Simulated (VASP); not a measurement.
ZnS:

```
Zn S
1.0
     0.00000    2.70200    2.70200
     2.70200    0.00000    2.70200
     2.70200    2.70200    0.00000
Zn S
1 1
Direct
  0.25000 0.25000 0.25000
  0.00000 0.00000 0.00000
```

Base run:

| Quantity | Value |
| --- | --- |
| Program | VASP 6.6.1 |
| Functional | revPBE |
| Potentials or basis | VASP PAW PBE potentials, release 64 (Zn, S) |
| Cutoff | 500 eV |
| k mesh | 5 × 5 × 5 |
| Occupations | gaussian, width 0.01 eV |
| Spin | no spin polarisation |

Its results: band gap on the k mesh 2.23 eV, direct; pressure 3.7 GPa.

Question: The run is repeated on the same cell with these changes: functional from revPBE to LDA; potentials or basis from VASP PAW PBE potentials, release 64 (Zn, S) to VASP PAW LDA potentials, release 64 (Zn, S). What comes out?

Answer: Band gap on the k mesh 1.88 eV, direct; pressure -4.3 GPa.

Caveats: the PAW data sets were made with another functional, which shifts forces and pressure a little (some runs).

